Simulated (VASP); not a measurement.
# Pd3S2Cl2 (I2_13) in VASP: single point with PBEsol

Aim: the single point of Pd3S2Cl2 with PBEsol.

Program: VASP 6.6.1. These are calculated values, not measurements. Logs are shortened: lines on timing, memory, paths and dates and some standing lists are left out, and cuts for length are marked.

## 1. The cell of the first run

It takes space group I2_13 (No. 199, cubic). Conventional cell: a = 8.284 Å, b = 8.284 Å, c = 8.284 Å, α = 90.00°, β = 90.00°, γ = 90.00°. Within 3.8 Å of Cl (site symmetry 3) lie 6 Pd at 2.71 to 2.97 Å and 8 S at 3.53 to 3.64 Å and 3 Cl at 3.80 Å. Within 3.0 Å of S (site symmetry 3) lie 3 Pd at 2.24 Å. Pd (site symmetry 2) has 2 S at 2.24 Å and 4 Cl at 2.71 to 2.97 Å within 3.0 Å.

## 2. Single point, PBEsol

INCAR

```
ALGO = Normal
EDIFF = 1E-7
ENCUT = 520
GGA = PS
ISIF = 2
ISMEAR = 1
LASPH = True
LCHARG = False
LREAL = False
LWAVE = False
NBANDS = 69
NELM = 60
PREC = Accurate
SIGMA = 0.0986
```

KPOINTS

```
k-points
0
Gamma
  6 6 6
```

POSCAR

```
Pd3S2Cl2
1.0
   -4.1419871600      4.1419871600      4.1419871600
    4.1419871600     -4.1419871600      4.1419871600
    4.1419871600      4.1419871600     -4.1419871600
Cl S Pd
4 4 6
Direct
    0.0440000000      0.0440000000      0.0440000000
    0.5000000000      0.0000000000      0.4560000000
    0.4560000000      0.5000000000      0.0000000000
    0.0000000000      0.4560000000      0.5000000000
    0.5360000000      0.5360000000      0.5360000000
    0.5000000000      0.0000000000      0.9640000000
    0.9640000000      0.5000000000      0.0000000000
    0.0000000000      0.9640000000      0.5000000000
    0.2500000000      0.5480000000      0.2980000000
    0.7500000000      0.9520000000      0.2020000000
    0.2980000000      0.2500000000      0.5480000000
    0.2020000000      0.7500000000      0.9520000000
    0.5480000000      0.2980000000      0.2500000000
    0.9520000000      0.2020000000      0.7500000000
```

Potentials or basis: VASP PAW PBE potentials, release 64 (Cl, S, Pd).

The run is started by

```
cat potpaw_PBE.64/Cl/POTCAR potpaw_PBE.64/S/POTCAR potpaw_PBE.64/Pd/POTCAR > POTCAR
mpirun -np 1 vasp_std > vasp.out
```

OUTCAR:

```text
EDIFF = 1E-7
   ENCUT = 520
   GGA = PS
   ISIF = 2
   ISMEAR = 1
   LASPH = True
   LREAL = False
   NELM = 60
   PREC = Accurate

 ion  position               nearest neighbor table
   1  0.044  0.044  0.044-  14 2.71  12 2.71  10 2.71  11 2.97  13 2.97   9 2.97
   2  0.500  0.000  0.456-   9 2.71  11 2.71  14 2.71  12 2.97  13 2.97  10 2.97
   3  0.456  0.500  0.000-  10 2.71  11 2.71  13 2.71   9 2.97  14 2.97  12 2.97
   4  0.000  0.456  0.500-   9 2.71  12 2.71  13 2.71  11 2.97  10 2.97  14 2.97
   5  0.536  0.536  0.536-   9 2.24  13 2.24  11 2.24
   6  0.500  0.000  0.964-  10 2.24  12 2.24  13 2.24
   7  0.964  0.500  0.000-   9 2.24  12 2.24  14 2.24
   8  0.000  0.964  0.500-  10 2.24  11 2.24  14 2.24
   9  0.250  0.548  0.298-   5 2.24   7 2.24   2 2.71   4 2.71   3 2.97   1 2.97  14 3.25  13 3.25
                            12 3.25  11 3.25
  10  0.750  0.952  0.202-   6 2.24   8 2.24   1 2.71   3 2.71   4 2.97   2 2.97  14 3.25  13 3.25
                            11 3.25  12 3.25
  11  0.298  0.250  0.548-   8 2.24   5 2.24   2 2.71   3 2.71   4 2.97   1 2.97  13 3.25  14 3.25
                             9 3.25  10 3.25
  12  0.202  0.750  0.952-   6 2.24   7 2.24   1 2.71   4 2.71   2 2.97   3 2.97  10 3.25  13 3.25
                             9 3.25  14 3.25
  13  0.548  0.298  0.250-   5 2.24   6 2.24   3 2.71   4 2.71   2 2.97   1 2.97  10 3.25   9 3.25
                            12 3.25  11 3.25
  14  0.952  0.202  0.750-   7 2.24   8 2.24   1 2.71   2 2.71   3 2.97   4 2.97   9 3.25  10 3.25
                            11 3.25  12 3.25

  LATTYP: Found a body centered cubic cell.
 ALAT       =     8.2839743200

  Lattice vectors:

 A1 = (  -4.1419871600,   4.1419871600,   4.1419871600)
 A2 = (   4.1419871600,  -4.1419871600,   4.1419871600)
 A3 = (   4.1419871600,   4.1419871600,  -4.1419871600)

Analysis of symmetry for initial positions (statically):
=====================================================================
 Subroutine PRICEL returns:
 Original cell was already a primitive cell.

 Routine SETGRP: Setting up the symmetry group for a
 body centered cubic supercell.

 Subroutine GETGRP returns: Found 12 space group operations
 (whereof  3 operations were pure point group operations)
 out of a pool of 48 trial point group operations.

The static configuration has the point symmetry C_3 .
[... 144 lines left out ...]
   NUPDOWN=      -1.0000    fix difference up-down
   EMIN   =  10.00;   EMAX   =-10.00  energy-range for DOS
   EFERMI =   0.00;   METHOD = LEGACY
   ISMEAR =     1;   SIGMA  =   0.10  broadening in eV -4-tet -1-fermi 0-gaus
   EFERMI_NEDOS =   21; number of points for ismear=-14 and -15
   IALGO  =     38    algorithm
   IMIX   =      4    mixing-type and parameters
     AMIX     =   0.40;   BMIX     =  1.00
     AMIX_MAG =   1.60;   BMIX_MAG =  1.00
  volume/ion in A,a.u.               =      20.30       137.01
  Fermi-wavevector in a.u.,A,eV,Ry     =   1.200196  2.268041 19.598783  1.440470
  Thomas-Fermi vector in A             =   2.336038
   LORBIT       =      0    0 simple, 1 ext, 2 COOP (PROOUT), +10 PAW based schemes
   GGA     = PS    functional components
   LHFCALC =     F    Hartree Fock is set to
   AEXX    =    0.0000 exact exchange contribution
   IVDW    =     0    specifies the selected vdW correction
   LEPSILON=     F    determine dielectric tensor
   LRPA    =     F    only Hartree local field effects (RPA)
 non-spin polarized calculation
 Methfessel and Paxton  Order N= 1 SIGMA  =   0.10
  energy-cutoff  :      520.00
  volume of cell :      284.24
 maximum number of plane-waves:      7712
 NGX is ok and might be reduce to    54
   NGX = 27   NGY = 27   NGZ = 27

 number of electron     111.9999985 magnetization

 Free energy of the ion-electron system (eV)
  ---------------------------------------------------
  ext. energy  EPLUGINS =         0.00000000
  ---------------------------------------------------
  free energy    TOTEN  =       -62.37662687 eV

  energy without entropy =      -62.37771426  energy(sigma->0) =      -62.37698933

 E-fermi :   4.5951     XC(G=0): -10.3081

 val. band max:        4.5701099088   @ k =   0.3333   0.0000   0.0000
 cond. band min:       4.6037804691   @ k =   0.1667  -0.1667   0.3333
 fundamental gap:      0.0336705603
 Fermi energy:         4.5950520402

 k-point     1 :       0.0000    0.0000    0.0000
  band No.  band energies     occupation
      1     -10.9220      2.00000
      2     -10.5816      2.00000
      3     -10.5816      2.00000
      4     -10.5816      2.00000
      5      -8.6862      2.00000
      6      -8.0506      2.00000
[... 1267 lines left out ...]
     67      10.7300      0.00000
     68      10.7300      0.00000
 [bands above 68 left out]

------------------------ aborting loop because EDIFF is reached ----------------------------------------

  FORCE on cell =-STRESS in cart. coord.  units (eV):
  Direction    XX          YY          ZZ          XY          YZ          ZX
  --------------------------------------------------------------------------------------
  -------------------------------------------------------------------------------------
  Total       -2.7822393     -2.7822393     -2.7822393     -0.0000000      0.0000000      0.0000000
  in kB      -15.6826277    -15.6826277    -15.6826277     -0.0000000      0.0000000      0.0000000
  external PRESSURE =     -15.6826277 kB  Pullay stress =       0.0000000 kB

 VOLUME and BASIS-vectors are now :
 -----------------------------------------------------------------------------
  energy-cutoff  :      520.00
  volume of cell :      284.24
      direct lattice vectors                 reciprocal lattice vectors
    -4.141987160  4.141987160  4.141987160     0.000000000  0.120715005  0.120715005
     4.141987160 -4.141987160  4.141987160     0.120715005  0.000000000  0.120715005
     4.141987160  4.141987160 -4.141987160     0.120715005  0.120715005  0.000000000

 POSITION                                       TOTAL-FORCE (eV/Angst)
 -----------------------------------------------------------------------------------
      0.18225      0.18225      0.18225        -0.103955     -0.103955     -0.103955
     -0.18225      3.95974      0.18225         0.103955      0.103955     -0.103955
      0.18225     -0.18225      3.95974        -0.103955      0.103955      0.103955
      3.95974      0.18225     -0.18225         0.103955     -0.103955      0.103955
      2.22011      2.22011      2.22011         0.547731      0.547731      0.547731
      1.92188      6.06387     -1.92188        -0.547731     -0.547731      0.547731
     -1.92188      1.92188      6.06387         0.547731     -0.547731     -0.547731
      6.06387     -1.92188      1.92188        -0.547731      0.547731     -0.547731
      2.46862      0.00000      2.07099         0.157373      0.000000     -0.000000
      1.67336      0.00000      6.21298        -0.157373      0.000000     -0.000000
      2.07099      2.46862      0.00000         0.000000      0.157373     -0.000000
      6.21298      1.67336      0.00000         0.000000     -0.157373     -0.000000
      0.00000      2.07099      2.46862         0.000000      0.000000      0.157373
      0.00000      6.21298      1.67336         0.000000      0.000000     -0.157373
 -----------------------------------------------------------------------------------
    total drift:                                0.000000      0.000000      0.000000

  FREE ENERGIE OF THE ION-ELECTRON SYSTEM (eV)
  ---------------------------------------------------
  free  energy   TOTEN  =       -62.3766268703 eV

  energy  without entropy=      -62.3777142568  energy(sigma->0) =      -62.37698933
```

stdout:

```text
POSCAR found type information on POSCAR ClS Pd
 POSCAR found :  3 types and      14 ions
 scaLAPACK will be used
 -----------------------------------------------------------------------------
|                                                                             |
|                                                                             |
|     You enforced a specific xc type in the INCAR file but a different       |
|     I HOPE YOU KNOW WHAT YOU ARE DOING!                                     |
|                                                                             |
 -----------------------------------------------------------------------------

 LDA part: xc-table for (Slater+PW92), standard interpolation
 POSCAR, INCAR and KPOINTS ok, starting setup
 FFT: planning ... GRIDC
 FFT: planning ... GRID_SOFT
 FFT: planning ... GRID
 WAVECAR not read
 entering main loop
```

It took 13 min on 1 thread of Intel Xeon Platinum 8375C at 2.90GHz (Ice Lake), shared host; peak memory 0.56 GiB.

What came out:

| Property | Result |
| --- | --- |
| Free energy | -62.3766 eV |
| Pressure | -1.6 GPa |
| Largest force | 0.949 eV/Å |
| Band gap on the k mesh | zero (bands 56 and 57 overlap by 0.22 eV) |

Forces on the atoms (eV/Å):
```
Cl  -0.104 -0.104 -0.104
Cl   0.104  0.104 -0.104
Cl  -0.104  0.104  0.104
Cl   0.104 -0.104  0.104
S    0.548  0.548  0.548
S   -0.548 -0.548  0.548
S    0.548 -0.548 -0.548
S   -0.548  0.548 -0.548
Pd   0.157  0.000  0.000
Pd  -0.157  0.000  0.000
Pd   0.000  0.157  0.000
Pd   0.000 -0.157  0.000
Pd   0.000  0.000  0.157
Pd   0.000  0.000 -0.157
```

Levels at points of the mesh, in eV from the Fermi level:
```tsv
k point	band 53	band 54	band 55	band 56	band 57	band 58	band 59	band 60
(0.00, 0.00, 0.00)	-0.31	-0.04	0.12	0.12	0.12	0.84	0.84	0.84
(0.50, 0.00, 0.00)	-0.59	-0.55	-0.25	-0.16	0.21	0.58	0.83	0.94
(0.50, 0.50, 0.50)	-0.53	-0.50	-0.50	-0.09	-0.09	-0.09	-0.03	1.05
```

Caveat: the PAW data sets were made with another functional, which shifts forces and pressure a little.
